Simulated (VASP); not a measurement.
# Be (P-3m1) in VASP: single point with PBEsol

Aim: the single point of Be with PBEsol.

Everything below comes from runs of VASP 6.6.1. Logs are shortened: lines on timing, memory, paths and dates and some standing lists are left out, and cuts for length are marked.

## 1. The cell of the first run

The structure is trigonal, space group P-3m1 (No. 164). The conventional cell has a = 2.324 Å, b = 2.324 Å, c = 3.747 Å, α = 90.00°, β = 90.00°, γ = 120.00°. Be (site symmetry 3m) has 12 Be at 2.06 to 2.56 Å within 2.7 Å.

## 2. Single point, PBEsol (strained and its atoms moved)

INCAR reads:

```
  PREC = Accurate
  ENCUT = 520
  EDIFF = 1E-6
  ISMEAR = 0
  SIGMA = 0.1
  LREAL = False
  LASPH = True
  NELM = 60
  ALGO = Fast
  ISIF = 2
  LWAVE = False
  LCHARG = False
  GGA = PS
  NBANDS = 9
```

KPOINTS reads:

```
regular mesh
0
Gamma
  18 18 10
```

POSCAR reads:

```
Be
1.0
    2.3235087856      0.0000000000      0.0000000000
   -1.1617543929      2.0122176343      0.0000000000
    0.0000000000      0.0000000000      3.7465203960
Be
2
Direct
    0.3333333333      0.6666666667      0.2916562526
    0.6666666667      0.3333333333      0.7083437474
```

Potentials or basis: VASP PAW PBE potentials, release 64 (Be).

The run is started by

```sh
> cat potpaw_PBE.64/Be/POTCAR > POTCAR
> mpirun -np 1 vasp_std > vasp.out
```

OUTCAR:

```text
PREC = Accurate
   ENCUT = 520
   EDIFF = 1E-6
   ISMEAR = 0
   LREAL = False
   LASPH = True
   NELM = 60
   ISIF = 2
   GGA = PS

 ion  position               nearest neighbor table
   1  0.333  0.667  0.292-   2 2.06   2 2.06   2 2.06
   2  0.667  0.333  0.708-   1 2.06   1 2.06   1 2.06

  LATTYP: Found a hexagonal cell.
 ALAT       =     2.3235087856
 C/A-ratio  =     1.6124408133

  Lattice vectors:

 A1 = (   2.3235087856,   0.0000000000,   0.0000000000)
 A2 = (  -1.1617543929,   2.0122176343,   0.0000000000)
 A3 = (   0.0000000000,   0.0000000000,   3.7465203960)

Analysis of symmetry for initial positions (statically):
=====================================================================
 Subroutine PRICEL returns:
 Original cell was already a primitive cell.

 Routine SETGRP: Setting up the symmetry group for a
 hexagonal supercell.

 Subroutine GETGRP returns: Found 12 space group operations
 (whereof 12 operations were pure point group operations)
 out of a pool of 24 trial point group operations.

The static configuration has the point symmetry D_3d.

Analysis of symmetry for dynamics (positions and initial velocities):
=====================================================================
 Subroutine PRICEL returns:
 Original cell was already a primitive cell.

 Routine SETGRP: Setting up the symmetry group for a
 hexagonal supercell.

 Subroutine GETGRP returns: Found 12 space group operations
 (whereof 12 operations were pure point group operations)
 out of a pool of 24 trial point group operations.

The dynamic configuration has the point symmetry D_3d.

 Subroutine INISYM returns: Found 12 space group operations
 (whereof 12 operations are pure point group operations),
 and found     1 'primitive' translations

----------------------------------------------------------------------------------------

                                     Primitive cell

  volume of cell :      17.5165

  direct lattice vectors                    reciprocal lattice vectors
     2.323508786  0.000000000  0.000000000     0.430383567  0.248482068  0.000000000
    -1.161754393  2.012217634  0.000000000     0.000000000  0.496964137  0.000000000
     0.000000000  0.000000000  3.746520396     0.000000000  0.000000000  0.266914335

  length of vectors
     2.323508786  2.323508786  3.746520396     0.496964137  0.496964137  0.266914335

  position of ions in fractional coordinates (direct lattice)
     0.333333333  0.666666667  0.291656253
     0.666666667  0.333333333  0.708343747

  ion indices of the primitive-cell ions
   primitive index   ion index
                 1           1
                 2           2

----------------------------------------------------------------------------------------

 KPOINTS: regular mesh

Automatic generation of k-mesh.
 Grid dimensions read from file:
 generate k-points for:   18   18   10

 Generating k-lattice:

  Cartesian coordinates                     Fractional coordinates (reciprocal lattice)
     0.023910198  0.013804559  0.000000000     0.055555556  0.000000000  0.000000000
     0.000000000  0.027609119  0.000000000     0.000000000  0.055555556  0.000000000
     0.000000000  0.000000000  0.026691433     0.000000000  0.000000000  0.100000000

  Length of vectors
     0.027609119  0.027609119  0.026691433

  Shift w.r.t. Gamma in fractional coordinates (k-lattice)
     0.000000000  0.000000000  0.000000000

 Subroutine IBZKPT returns following result:
 ===========================================

 Found    330 irreducible k-points:

 Following reciprocal coordinates:
            Coordinates               Weight
  0.000000  0.000000  0.000000      1.000000
  0.055556 -0.000000  0.000000      6.000000
  0.111111 -0.000000  0.000000      6.000000
  0.166667 -0.000000  0.000000      6.000000
  0.222222  0.000000  0.000000      6.000000
  0.277778  0.000000  0.000000      6.000000
[... 16 lines left out ...]
  0.333333  0.111111  0.000000     12.000000
  0.388889  0.111111  0.000000     12.000000
 [... further k-points ...]
   k-points           NKPTS =    330   k-points in BZ     NKDIM =    330   number of bands    NBANDS=      9
   number of dos      NEDOS =    301   number of ions     NIONS =      2
   total plane-waves  NPLWV =   9072
   dimension x,y,z NGX =    18 NGY =   18 NGZ =   28
   dimension x,y,z NGXF=    36 NGYF=   36 NGZF=   56
   ions per type =               2
   NGX,Y,Z   is equivalent  to a cutoff of  12.88, 12.88, 12.42 a.u.
   NGXF,Y,Z  is equivalent  to a cutoff of  25.76, 25.76, 24.85 a.u.
 SYSTEM =  unknown system
   PREC   = accura    normal or accurate (medium, high low for compatibility)
   ISTART =      0    job   : 0-new  1-cont  2-samecut
   ICHARG =      2    charge: 1-file 2-atom 10-const
   ISPIN  =      1    spin polarized calculation?
   LNONCOLLINEAR =      F non collinear calculations
   LSORBIT =      F    spin-orbit coupling
   LASPH  =      T    aspherical Exc in radial PAW
   ENCUT  =  520.0 eV  38.22 Ry    6.18 a.u.   4.32  4.32  6.97*2*pi/ulx,y,z
   NELM   =     60;   NELMIN=  2; NELMDL= -5     # of ELM steps
   EDIFF  = 0.1E-05   stopping-criterion for ELM
   LREAL  =      F    real-space projection
   EDIFFG = 0.1E-04   stopping-criterion for IOM
   NSW    =      0    number of steps for IOM
   IBRION =     -1    ionic relax: 0-MD 1-quasi-New 2-CG
   NFREE  =      0    steps in history (QN), initial steepest desc. (CG)
   ISIF   =      2    stress and relaxation
   ISYM   =      2    0-nonsym 1-usesym 2-fastsym
   POTIM  = 0.5000    time-step for ionic-motion
   TEBEG  =    0.0;   TEEND  =   0.0 temperature during run
   PSTRESS=    0.0 pullay stress
   NELECT =       4.0000    total number of electrons
   NUPDOWN=      -1.0000    fix difference up-down
   EMIN   =  10.00;   EMAX   =-10.00  energy-range for DOS
   EFERMI =   0.00;   METHOD = LEGACY
   ISMEAR =     0;   SIGMA  =   0.10  broadening in eV -4-tet -1-fermi 0-gaus
   EFERMI_NEDOS =   21; number of points for ismear=-14 and -15
   IALGO  =     68    algorithm
   IMIX   =      4    mixing-type and parameters
     AMIX     =   0.40;   BMIX     =  1.00
     AMIX_MAG =   1.60;   BMIX_MAG =  1.00
  volume/ion in A,a.u.               =       8.76        59.10
  Fermi-wavevector in a.u.,A,eV,Ry     =   1.000643  1.890941 13.623321  1.001286
  Thomas-Fermi vector in A             =   2.133013
   LORBIT       =      0    0 simple, 1 ext, 2 COOP (PROOUT), +10 PAW based schemes
   GGA     = PS    functional components
   LHFCALC =     F    Hartree Fock is set to
   AEXX    =    0.0000 exact exchange contribution
   IVDW    =     0    specifies the selected vdW correction
   LEPSILON=     F    determine dielectric tensor
   LRPA    =     F    only Hartree local field effects (RPA)
 non-spin polarized calculation
 RMM-DIIS sequential band-by-band and
 Gauss-broadening in eV      SIGMA  =   0.10
  energy-cutoff  :      520.00
  volume of cell :       17.52
 maximum number of plane-waves:       494
 NGX is ok and might be reduce to    18
   NGX =  9   NGY =  9   NGZ = 13

 number of electron       4.0000000 magnetization

 Free energy of the ion-electron system (eV)
  ---------------------------------------------------
  ext. energy  EPLUGINS =         0.00000000
  ---------------------------------------------------
  free energy    TOTEN  =        -7.63673770 eV

  energy without entropy =       -7.63500262  energy(sigma->0) =       -7.63587016

 E-fermi :   6.2066     XC(G=0): -10.2345

 val. band max:        6.1406611700   @ k =   0.2222   0.1667   0.0000
 cond. band min:       6.2093503169   @ k =  -0.2778  -0.3889   0.3000
 fundamental gap:      0.0686891469
 Fermi energy:         6.2065686012

 k-point     1 :       0.0000    0.0000    0.0000
  band No.  band energies     occupation
      1      -4.6808      2.00000
      2       2.1351      2.00000
      3       6.2165      0.88876
      4      21.0056      0.00000
      5      21.0056      0.00000
      6      23.8759      0.00000
      7      23.8759      0.00000
      8      26.4316      0.00000
      9      31.3728      0.00000

 k-point     2 :       0.0556   -0.0000    0.0000
  band No.  band energies     occupation
      1      -4.5961      2.00000
      2       2.2449      2.00000
      3       6.2567      0.47825
      4      20.3064      0.00000
      5      20.5008      0.00000
      6      23.8546      0.00000
      7      24.1402      0.00000
      8      26.3147      0.00000
      9      30.3750      0.00000

 k-point     3 :       0.1111   -0.0000    0.0000
  band No.  band energies     occupation
      1      -4.3420      2.00000
      2       2.5738      2.00000
      3       6.3725      0.01897
      4      18.6095      0.00000
      5      19.4691      0.00000
      6      23.6807      0.00000
      7      24.4098      0.00000
      8      25.8783      0.00000
      9      28.4092      0.00000

 k-point     4 :       0.1667   -0.0000    0.0000
  band No.  band energies     occupation
      1      -3.9182      2.00000
      2       3.1206      2.00000
      3       6.5435      0.00000
      4      16.5131      0.00000
      5      18.3635      0.00000
      6      23.1409      0.00000
      7      24.2850      0.00000
      8      24.9178      0.00000
      9      26.3931      0.00000

 k-point     5 :       0.2222    0.0000    0.0000
  band No.  band energies     occupation
      1      -3.3252      2.00000
      2       3.8830      2.00000
      3       6.7131      0.00000
      4      14.4173      0.00000
      5      17.3430      0.00000
      6      21.8327      0.00000
      7      23.2732      0.00000
      8      23.8605      0.00000
      9      25.0960      0.00000

 k-point     6 :       0.2778    0.0000    0.0000
  band No.  band energies     occupation
      1      -2.5644      2.00000
      2       4.8554      2.00000
      3       6.7313      0.00000
      4      12.6425      0.00000
      5      16.4696      0.00000
      6      19.8841      0.00000
      7      21.1373      0.00000
      8      23.3351      0.00000
      9      24.6411      0.00000
[... 169 lines left out ...]
 k-point    21 :       0.2222    0.1111    0.0000
  band No.  band energies     occupation
      1      -2.3063      2.00000
      2       5.1795      2.00000
      3       6.8964      0.00000
      4      12.3284      0.00000
      5      14.8483      0.00000
      6      19.8522      0.00000
      7      21.4344      0.00000
      8      22.5306      0.00000
      9      26.2113      0.00000

 k-point    22 :       0.2778    0.1111    0.0000
  band No.  band energies     occupation
      1      -1.3786      2.00000
      2       6.3265      0.08975
      3       6.5772      0.00000
      4      11.0947      0.00000
      5      14.0795      0.00000
      6      17.8499      0.00000
      7      19.7410      0.00000
      8      22.0209      0.00000
      9      25.2239      0.00000

 k-point    23 :       0.3333    0.1111    0.0000
  band No.  band energies     occupation
      1      -0.2996      2.00000
      2       5.5440      2.00000
      3       7.7053      0.00000
      4      10.7667      0.00000
      5      13.3889      0.00000
      6      15.7676      0.00000
      7      18.3801      0.00000
      8      21.6564      0.00000
      9      24.5878      0.00000

 k-point    24 :       0.3889    0.1111    0.0000
  band No.  band energies     occupation
      1       0.8757      2.00000
      2       4.2095      2.00000
      3       9.1284      0.00000
      4      11.0324      0.00000
      5      12.7686      0.00000
      6      13.8450      0.00000
      7      17.5063      0.00000
      8      21.4339      0.00000
      9      24.2220      0.00000

 [... further k-points ...]

------------------------ aborting loop because EDIFF is reached ----------------------------------------

  FORCE on cell =-STRESS in cart. coord.  units (eV):
  Direction    XX          YY          ZZ          XY          YZ          ZX
  --------------------------------------------------------------------------------------
  -------------------------------------------------------------------------------------
  Total       -0.6398357     -0.6398357     -0.3138923      0.0000000      0.0000000      0.0000000
  in kB      -58.5236903    -58.5236903    -28.7107088      0.0000000      0.0000000      0.0000000
  external PRESSURE =     -48.5860298 kB  Pullay stress =       0.0000000 kB

 VOLUME and BASIS-vectors are now :
 -----------------------------------------------------------------------------
  energy-cutoff  :      520.00
  volume of cell :       17.52
      direct lattice vectors                 reciprocal lattice vectors
     2.323508786  0.000000000  0.000000000     0.430383567  0.248482068  0.000000000
    -1.161754393  2.012217634  0.000000000     0.000000000  0.496964137  0.000000000
     0.000000000  0.000000000  3.746520396     0.000000000  0.000000000  0.266914335

 POSITION                                       TOTAL-FORCE (eV/Angst)
 -----------------------------------------------------------------------------------
     -0.00000      1.34148      1.09270        -0.000000     -0.000000     -1.913555
      1.16175      0.67074      2.65382         0.000000      0.000000      1.913555
 -----------------------------------------------------------------------------------
    total drift:                               -0.000000     -0.000000      0.000000

  FREE ENERGIE OF THE ION-ELECTRON SYSTEM (eV)
  ---------------------------------------------------
  free  energy   TOTEN  =        -7.6367376957 eV

  energy  without entropy=       -7.6350026172  energy(sigma->0) =       -7.63587016
```

It took 38 s on 1 thread of AMD EPYC 7R43 (Zen 3), shared host; peak memory 0.12 GiB.

Results:

| Quantity | Value |
| --- | --- |
| Free energy | -7.6367 eV |
| Pressure | -4.9 GPa |
| Largest force | 1.914 eV/Å |
| Band gap on the k mesh | zero (bands 2 and 3 overlap by 1.93 eV) |

Forces on the atoms (eV/Å):
```
Be   0.000  0.000 -1.914
Be   0.000  0.000  1.914
```

Caveat: the cell differs from its parent crystal (strained and its atoms moved); the cell stands under tension; the PAW data sets were made with another functional, which shifts forces and pressure a little.
